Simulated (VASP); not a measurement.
# Sc (Fm-3m) in VASP: a series of runs

The runs below take Sc through single point, with PBE.

Everything below comes from runs of VASP 6.6.1. Logs are shortened: lines on timing, memory, paths and dates and some standing lists are left out, and cuts for length are marked.

### 1 The cell of the first run

Symmetry: Fm-3m, No. 225, cubic system. Conventional cell: a = 4.559 Å, b = 4.559 Å, c = 4.559 Å, α = 90.00°, β = 90.00°, γ = 90.00°. Within 4.2 Å of Sc (site symmetry m-3m) lie 12 Sc at 3.22 Å.

This isn't the form of Sc at room conditions, which is hcp.

### 2 Single point, PBE, collinear spin (23.69 Å³/atom)

Input file INCAR:

```
PREC = Accurate
ENCUT = 520
EDIFF = 1E-6
ISMEAR = -1
SIGMA = 0.05
LREAL = F
LASPH = T
NELM = 150
ALGO = Normal
ISIF = 2
LWAVE = F
LCHARG = T
ISPIN = 2
MAGMOM = 1
LORBIT = 11
LMAXMIX = 4
GGA = PE
LELF = T
LVHAR = T
NBANDS = 16
```

Input file KPOINTS:

```
regular mesh
0
Gamma
  13 13 13
```

Input file POSCAR:

```
Sc
1.0
    0.0000000000      2.2794368933      2.2794368933
    2.2794368933      0.0000000000      2.2794368933
    2.2794368933      2.2794368933      0.0000000000
Sc
1
Direct
    0.0000000000      0.0000000000      0.0000000000
```

Potentials or basis: VASP PAW PBE potentials, release 64 (Sc_sv).

Started as:

```
cat potpaw_PBE.64/Sc_sv/POTCAR > POTCAR
mpirun -np 1 vasp_std > vasp.out
```

OUTCAR:

```text
PREC = Accurate
   ENCUT = 520
   EDIFF = 1E-6
   ISMEAR = -1
   LREAL = F
   LASPH = T
   NELM = 150
   ISIF = 2
   ISPIN = 2
   LORBIT = 11
   GGA = PE

 ion  position               nearest neighbor table
   1  0.000  0.000  0.000-

  LATTYP: Found a face centered cubic cell.
 ALAT       =     4.5588737866

  Lattice vectors:

 A1 = (   0.0000000000,   2.2794368933,   2.2794368933)
 A2 = (   2.2794368933,   0.0000000000,   2.2794368933)
 A3 = (   2.2794368933,   2.2794368933,   0.0000000000)

Analysis of symmetry for initial positions (statically):
=====================================================================
 Subroutine PRICEL returns:
 Original cell was already a primitive cell.

 Routine SETGRP: Setting up the symmetry group for a
 face centered cubic supercell.

 Subroutine GETGRP returns: Found 48 space group operations
 (whereof 48 operations were pure point group operations)
 out of a pool of 48 trial point group operations.

The static configuration has the point symmetry O_h .

Analysis of symmetry for dynamics (positions and initial velocities):
=====================================================================
 Subroutine PRICEL returns:
 Original cell was already a primitive cell.

 Routine SETGRP: Setting up the symmetry group for a
 face centered cubic supercell.

 Subroutine GETGRP returns: Found 48 space group operations
 (whereof 48 operations were pure point group operations)
 out of a pool of 48 trial point group operations.

The dynamic configuration has the point symmetry O_h .

Analysis of structural, dynamic, and magnetic symmetry:
=====================================================================
 Subroutine PRICEL returns:
 Original cell was already a primitive cell.

 Routine SETGRP: Setting up the symmetry group for a
 face centered cubic supercell.

 Subroutine GETGRP returns: Found 48 space group operations
 (whereof 48 operations were pure point group operations)
 out of a pool of 48 trial point group operations.

The overall configuration has the point symmetry O_h .

 Subroutine INISYM returns: Found 48 space group operations
 (whereof 48 operations are pure point group operations),
 and found     1 'primitive' translations

----------------------------------------------------------------------------------------

                                     Primitive cell

  volume of cell :      23.6871

  direct lattice vectors                    reciprocal lattice vectors
     0.000000000  2.279436893  2.279436893    -0.219352421  0.219352421  0.219352421
     2.279436893  0.000000000  2.279436893     0.219352421 -0.219352421  0.219352421
     2.279436893  2.279436893  0.000000000     0.219352421  0.219352421 -0.219352421

  length of vectors
     3.223610569  3.223610569  3.223610569     0.379929537  0.379929537  0.379929537

  position of ions in fractional coordinates (direct lattice)
     0.000000000  0.000000000  0.000000000

  ion indices of the primitive-cell ions
   primitive index   ion index
                 1           1

----------------------------------------------------------------------------------------

 KPOINTS: regular mesh

Automatic generation of k-mesh.
 Grid dimensions read from file:
 generate k-points for:   13   13   13

 Generating k-lattice:

  Cartesian coordinates                     Fractional coordinates (reciprocal lattice)
    -0.016873263  0.016873263  0.016873263     0.076923077  0.000000000  0.000000000
     0.016873263 -0.016873263  0.016873263     0.000000000  0.076923077  0.000000000
     0.016873263  0.016873263 -0.016873263     0.000000000  0.000000000  0.076923077

  Length of vectors
     0.029225349  0.029225349  0.029225349

  Shift w.r.t. Gamma in fractional coordinates (k-lattice)
     0.000000000  0.000000000  0.000000000

 Subroutine IBZKPT returns following result:
 ===========================================

 Found     84 irreducible k-points:

 Following reciprocal coordinates:
            Coordinates               Weight
  0.000000  0.000000  0.000000      1.000000
  0.076923  0.000000  0.000000      8.000000
  0.153846  0.000000  0.000000      8.000000
  0.230769  0.000000  0.000000      8.000000
  0.307692  0.000000  0.000000      8.000000
  0.384615  0.000000  0.000000      8.000000
[... 16 lines left out ...]
  0.384615  0.153846  0.000000     24.000000
  0.461538  0.153846  0.000000     24.000000
 [... further k-points ...]
   k-points           NKPTS =     84   k-points in BZ     NKDIM =     84   number of bands    NBANDS=     16
   number of dos      NEDOS =    301   number of ions     NIONS =      1
   total plane-waves  NPLWV =  13824
   dimension x,y,z NGX =    24 NGY =   24 NGZ =   24
   dimension x,y,z NGXF=    48 NGYF=   48 NGZF=   48
   ions per type =               1
   NGX,Y,Z   is equivalent  to a cutoff of  12.38, 12.38, 12.38 a.u.
   NGXF,Y,Z  is equivalent  to a cutoff of  24.75, 24.75, 24.75 a.u.
 SYSTEM =  unknown system
   PREC   = accura    normal or accurate (medium, high low for compatibility)
   ISTART =      0    job   : 0-new  1-cont  2-samecut
   ICHARG =      2    charge: 1-file 2-atom 10-const
   ISPIN  =      2    spin polarized calculation?
   LNONCOLLINEAR =      F non collinear calculations
   LSORBIT =      F    spin-orbit coupling
   LASPH  =      T    aspherical Exc in radial PAW
   ENCUT  =  520.0 eV  38.22 Ry    6.18 a.u.   5.99  5.99  5.99*2*pi/ulx,y,z
   NELM   =    150;   NELMIN=  2; NELMDL= -5     # of ELM steps
   EDIFF  = 0.1E-05   stopping-criterion for ELM
   LREAL  =      F    real-space projection
   EDIFFG = 0.1E-04   stopping-criterion for IOM
   NSW    =      0    number of steps for IOM
   IBRION =     -1    ionic relax: 0-MD 1-quasi-New 2-CG
   NFREE  =      0    steps in history (QN), initial steepest desc. (CG)
   ISIF   =      2    stress and relaxation
   ISYM   =      2    0-nonsym 1-usesym 2-fastsym
   POTIM  = 0.5000    time-step for ionic-motion
   TEBEG  =    0.0;   TEEND  =   0.0 temperature during run
   PSTRESS=    0.0 pullay stress
   NELECT =      11.0000    total number of electrons
   NUPDOWN=      -1.0000    fix difference up-down
   EMIN   =  10.00;   EMAX   =-10.00  energy-range for DOS
   EFERMI =   0.00;   METHOD = LEGACY
   ISMEAR =    -1;   SIGMA  =   0.05  broadening in eV -4-tet -1-fermi 0-gaus
   EFERMI_NEDOS =   21; number of points for ismear=-14 and -15
   IALGO  =     38    algorithm
   IMIX   =      4    mixing-type and parameters
     AMIX     =   0.40;   BMIX     =  1.00
     AMIX_MAG =   1.60;   BMIX_MAG =  1.00
  volume/ion in A,a.u.               =      23.69       159.85
  Fermi-wavevector in a.u.,A,eV,Ry     =   1.267754  2.395707 21.867269  1.607199
  Thomas-Fermi vector in A             =   2.400885
   LORBIT       =     11    0 simple, 1 ext, 2 COOP (PROOUT), +10 PAW based schemes
   GGA     = PE    functional components
   LHFCALC =     F    Hartree Fock is set to
   AEXX    =    0.0000 exact exchange contribution
   IVDW    =     0    specifies the selected vdW correction
   LEPSILON=     F    determine dielectric tensor
   LRPA    =     F    only Hartree local field effects (RPA)
 spin polarized calculation
  energy-cutoff  :      520.00
  volume of cell :       23.69
 maximum number of plane-waves:       650
   NGX = 11   NGY = 11   NGZ = 11

 number of electron      10.9999996 magnetization       0.0010614

 number of electron      10.9999996 magnetization      -0.0001438

 Free energy of the ion-electron system (eV)
  ---------------------------------------------------
  ext. energy  EPLUGINS =         0.00000000
  ---------------------------------------------------
  free energy    TOTEN  =        -6.20208260 eV

  energy without entropy =       -6.18680529  energy(sigma->0) =       -6.19444395

 E-fermi :   3.9812     XC(G=0): -10.0346

 val. band max:        3.9810465181   @ k =  -0.4615   0.3077   0.1538
 cond. band min:       4.0078119666   @ k =  -0.4615   0.1538   0.0769
 fundamental gap:      0.0267654485
 Fermi energy:         3.9812357183

 spin component 1

 k-point     1 :       0.0000    0.0000    0.0000
  band No.  band energies     occupation
      1     -45.3491      1.00000
      2     -23.7421      1.00000
      3     -23.7421      1.00000
      4     -23.7421      1.00000
      5      -1.2865      1.00000
      6       5.6156      0.00000
[... 8 lines left out ...]
     15      23.1315      0.00000
     16      24.4364      0.00000

 k-point     2 :       0.0769    0.0000    0.0000
  band No.  band energies     occupation
      1     -45.3451      1.00000
      2     -23.7689      1.00000
      3     -23.7456      1.00000
      4     -23.7456      1.00000
      5      -1.1311      1.00000
      6       5.4985      0.00000
[... 8 lines left out ...]
     15      23.5017      0.00000
     16      24.3815      0.00000
[... 387 lines left out ...]
      5       1.5415      1.00000
      6       4.1679      0.02335
[... 8 lines left out ...]
     15      24.1900      0.00000
     16      24.4022      0.00000

 k-point    24 :       0.4615    0.1538    0.0000
  band No.  band energies     occupation
      1     -45.2771      1.00000
      2     -24.1358      1.00000
      3     -23.8502      1.00000
      4     -23.8241      1.00000
      5       2.2642      1.00000
      6       3.9770      0.52139
[... 8 lines left out ...]
     15      24.0794      0.00000
     16      24.2775      0.00000

 [... further k-points ...]

 spin component 2

 k-point     1 :       0.0000    0.0000    0.0000
  band No.  band energies     occupation
      1     -45.3491      1.00000
      2     -23.7422      1.00000
      3     -23.7422      1.00000
      4     -23.7422      1.00000
      5      -1.2867      1.00000
      6       5.6157      0.00000
[... 8 lines left out ...]
     15      23.1304      0.00000
     16      24.4365      0.00000

 k-point     2 :       0.0769    0.0000    0.0000
  band No.  band energies     occupation
      1     -45.3451      1.00000
      2     -23.7690      1.00000
      3     -23.7456      1.00000
      4     -23.7456      1.00000
      5      -1.1313      1.00000
      6       5.4985      0.00000
[... 8 lines left out ...]
     15      23.5012      0.00000
     16      24.3816      0.00000
[... 387 lines left out ...]
      5       1.5413      1.00000
      6       4.1679      0.02335
[... 8 lines left out ...]
     15      24.1896      0.00000
     16      24.4021      0.00000

 k-point    24 :       0.4615    0.1538    0.0000
  band No.  band energies     occupation
      1     -45.2771      1.00000
      2     -24.1358      1.00000
      3     -23.8502      1.00000
      4     -23.8241      1.00000
      5       2.2642      1.00000
      6       3.9768      0.52224
[... 8 lines left out ...]
     15      24.0792      0.00000
     16      24.2774      0.00000

 [... further k-points ...]

------------------------ aborting loop because EDIFF is reached ----------------------------------------

  FORCE on cell =-STRESS in cart. coord.  units (eV):
  Direction    XX          YY          ZZ          XY          YZ          ZX
  --------------------------------------------------------------------------------------
  -------------------------------------------------------------------------------------
  Total        0.3295344      0.3295344      0.3295344      0.0000000      0.0000000      0.0000000
  in kB       22.2894094     22.2894094     22.2894094      0.0000000      0.0000000      0.0000000
  external PRESSURE =      22.2894094 kB  Pullay stress =       0.0000000 kB

 VOLUME and BASIS-vectors are now :
 -----------------------------------------------------------------------------
  energy-cutoff  :      520.00
  volume of cell :       23.69
      direct lattice vectors                 reciprocal lattice vectors
     0.000000000  2.279436893  2.279436893    -0.219352421  0.219352421  0.219352421
     2.279436893  0.000000000  2.279436893     0.219352421 -0.219352421  0.219352421
     2.279436893  2.279436893  0.000000000     0.219352421  0.219352421 -0.219352421

 POSITION                                       TOTAL-FORCE (eV/Angst)
 -----------------------------------------------------------------------------------
      0.00000      0.00000      0.00000        -0.000000      0.000000      0.000000
 -----------------------------------------------------------------------------------
    total drift:                                0.000000      0.000000      0.000000

  FREE ENERGIE OF THE ION-ELECTRON SYSTEM (eV)
  ---------------------------------------------------
  free  energy   TOTEN  =        -6.2020826000 eV

  energy  without entropy=       -6.1868052913  energy(sigma->0) =       -6.19444395

 total charge

# of ion       s       p       d       tot
------------------------------------------
    1        2.284   6.102   1.044   9.429

 magnetization (x)

# of ion       s       p       d       tot
------------------------------------------
    1        0.000  -0.000  -0.000  -0.000
```

It took 24 s on 1 thread of Intel Xeon Platinum 8488C (Sapphire Rapids), shared host; peak memory 0.18 GiB.

Results:

```
Free energy                                           : -6.2021 eV
Pressure                                              : 2.2 GPa
Net moment                                            : 0.00 μB per cell
Valence electrons inside the program's atomic spheres : Sc 9.43
```

### 3 Single point, PBE, collinear spin (24.67 Å³/atom)

This run uses another cell than the first one, of 24.67 Å³/atom.

Input file INCAR:

```
SYSTEM = Sc
  PREC = Accurate
  ENCUT = 520
  EDIFF = 1E-6
  ISMEAR = -1
  SIGMA = 0.05
  LREAL = .FALSE.
  LASPH = .TRUE.
  NELM = 150
  ALGO = Normal
  ISIF = 2
  LWAVE = .FALSE.
  LCHARG = .FALSE.
  ISPIN = 2
  MAGMOM = 1
  LORBIT = 11
  LMAXMIX = 4
  GGA = PE
  NBANDS = 16
```

Input file KPOINTS:

```
Automatic mesh
0
G
  13 13 13
  0 0 0
```

Input file POSCAR:

```
Sc
1.0
    0.0000000000      2.3106659369      2.3106659369
    2.3106659369      0.0000000000      2.3106659369
    2.3106659369      2.3106659369      0.0000000000
Sc
1
Direct
    0.0000000000      0.0000000000      0.0000000000
```

Potentials or basis: VASP PAW PBE potentials, release 64 (Sc_sv).

Started as:

```
cat potpaw_PBE.64/Sc_sv/POTCAR > POTCAR
mpirun -np 1 vasp_std > vasp.out
```

Run time: 25 s. Hardware: 1 thread of Intel Xeon Platinum 8488C (Sapphire Rapids), shared host; peak memory 0.17 GiB.

Results (log left out):

| Quantity | Value |
| --- | --- |
| Free energy | -6.2092 eV |
| Pressure | 0.0 GPa |
| Net moment | 0.00 μB per cell |
| Valence electrons inside the program's atomic spheres | Sc 9.39 |

Levels at points of the mesh, in eV from the Fermi level:
Spin up:
| k point | band 1 | band 2 | band 3 | band 4 | band 5 | band 6 | band 7 | band 8 | band 9 | band 10 |
| --- | --- | --- | --- | --- | --- | --- | --- | --- | --- | --- |
| (0.00, 0.00, 0.00) | -49.44 | -27.86 | -27.86 | -27.86 | -5.19 | 1.58 | 1.58 | 1.58 | 2.95 | 2.95 |
Spin down:
```tsv
k point	band 1	band 2	band 3	band 4	band 5	band 6	band 7	band 8	band 9	band 10
(0.00, 0.00, 0.00)	-49.44	-27.86	-27.86	-27.86	-5.19	1.58	1.58	1.58	2.95	2.95
```

(Part 1 of 2 ends here.)
